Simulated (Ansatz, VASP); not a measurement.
## PbO: VASP beside Ansatz

INCAR

```
SYSTEM = PbO
PREC = Accurate ; ENCUT = 600
EDIFF = 1E-6 ; ISMEAR = -1
SIGMA = 0.05 ; LREAL = .False.
LASPH = .True. ; NELM = 120
ALGO = Normal ; ISIF = 2
LWAVE = .False. ; LCHARG = .False.
GGA = B5 ; ALDAX = 1.0
AGGAX = 1.0 ; AGGAC = 1.0
ALDAC = 0.0 ; NBANDS = 28
GGA_COMPAT = .False.
```

Contents of KPOINTS:

```
Automatic mesh
0
Gamma
  7 7 6
  0 0 0
```

Contents of POSCAR:

```
PbO
1.0
    4.0164246111      0.0000000000      0.0000000000
    0.0000000000      4.0164246111      0.0000000000
    0.0000000000      0.0000000000      5.0431797749
Pb O
2 2
Direct
    0.5000000000      0.0000000000      0.7600000000
    0.0000000000      0.5000000000      0.2400000000
    0.5000000000      0.5000000000      0.0000000000
    0.0000000000      0.0000000000      0.0000000000
```

Contents of input.yaml:

```yaml
crystal:
  lattice:
    - [4.0164246111, 0.0, 0.0]
    - [0.0, 4.0164246111, 0.0]
    - [0.0, 0.0, 5.0431797749]
  atoms:
    - { symbol: Pb, position: [0.5, 0.0, 0.76] }
    - { symbol: Pb, position: [0.0, 0.5, 0.24] }
    - { symbol: O, position: [0.5, 0.5, 0.0] }
    - { symbol: O, position: [0.0, 0.0, 0.0] }
hamiltonian:
  xc: blyp
  pseudopotentials: { kind: paw }
kpoints:
  mp_grid: { grid: [7, 7, 6] }
scf:
  occupations: { method: fermi_dirac, width: 0.05 }
output:
  forces: true
  stress: true
  eigenvalues: true
  write_density: true
  write_potential: true
  elf: true
  volumetric_format: npy
```

Alike in both runs: task single point; functional BLYP; k mesh 7 × 7 × 6; occupations fermi-dirac, width 0.05 eV; no spin polarisation.

```csv
,VASP,Ansatz
version,VASP 6.6.1,Ansatz 0.2.0
potentials or method,"VASP PAW PBE potentials, release 64 (Pb_d, O)",Ansatz PAW
plane-wave cutoff (eV),600,420
valence electrons in the cell,40,40
```

Ansatz gave:

| Quantity | Value |
| --- | --- |
| gap on the k mesh at the Fermi level (eV) | 1.55 |
| least direct gap on the mesh (eV) | 2.40 |
| pressure (GPa) | 4.9 |
| traceless stress, the component that is largest in VASP (GPa) | -1.10 |
| rms of the force components (eV/Å) | 0.004 |

Question: Estimate VASP's values.

Answer: gap on the k mesh at the Fermi level (eV): 1.54; least direct gap on the mesh (eV): 2.42; pressure (GPa): 5.1; traceless stress, the component that is largest in VASP (GPa): -1.08; rms of the force components (eV/Å): 0.024.

VASP's potentials were made for PBE, not for BLYP. Atom by atom the forces differ by 0.028 eV/Å (rms over components).

Neither program's run includes spin-orbit coupling. Noted on Ansatz's run: odd divisions of the mesh miss points on the zone boundary, where band edges often lie, so the gap on the mesh can be too wide.
